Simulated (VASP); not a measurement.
ZnS:

```xyz
2
Lattice="0.0000 2.5519 2.5519 2.5519 0.0000 2.5519 2.5519 2.5519 0.0000" Properties=species:S:1:pos:R:3 pbc="T T T"
Zn    0.0000    0.0000    0.0000
S     2.5519    2.5519    2.5519
```

* Program: VASP 6.6.1
* Task: relaxation of cell and atoms
* Functional: LDA
* Potentials or basis: VASP PAW LDA potentials, release 64 (Zn, S)
* Cutoff: 600 eV
* k mesh: 8 × 8 × 8
* Occupations: fermi-dirac, width 0.02 eV
* Spin: no spin polarisation

At the start: pressure -7.1 GPa; volume 16.62 Å³/atom.

Problem. Where does the relaxation end?

Solution. Over 15 steps the energy falls by 29.7 meV/atom and the volume is 15.38 Å³/atom (-7.5 %); space group Fm-3m (No. 225, to 0.1 Å) before and after.

The path:
```csv
step,energy change (eV),largest force (eV/Å),pressure (GPa),volume (Å³)
1,0.0000,0.0000,-7.05,33.24
2,-0.0501,0.0000,3.48,29.84
3,-0.0593,0.0000,0.07,30.73
4,-0.0593,0.0000,-0.14,30.78
5,-0.0593,0.0000,-0.14,30.78
6,-0.0593,0.0000,-0.14,30.78
7,-0.0593,0.0000,-0.15,30.78
8,-0.0593,0.0000,-0.16,30.78
9,-0.0593,0.0000,-0.15,30.78
10,-0.0593,0.0000,-0.15,30.78
11,-0.0593,0.0000,-0.14,30.78
12,-0.0593,0.0000,-0.13,30.78
13,-0.0593,0.0000,-0.12,30.77
14,-0.0593,0.0000,-0.09,30.77
15,-0.0593,0.0000,-0.04,30.76
```

Final structure:
```
Zn S
1.0
     0.00000    2.48676    2.48676
     2.48676    0.00000    2.48676
     2.48676    2.48676    0.00000
Zn S
1 1
Direct
  0.00000 0.00000 0.00000
  0.50000 0.50000 0.50000
```
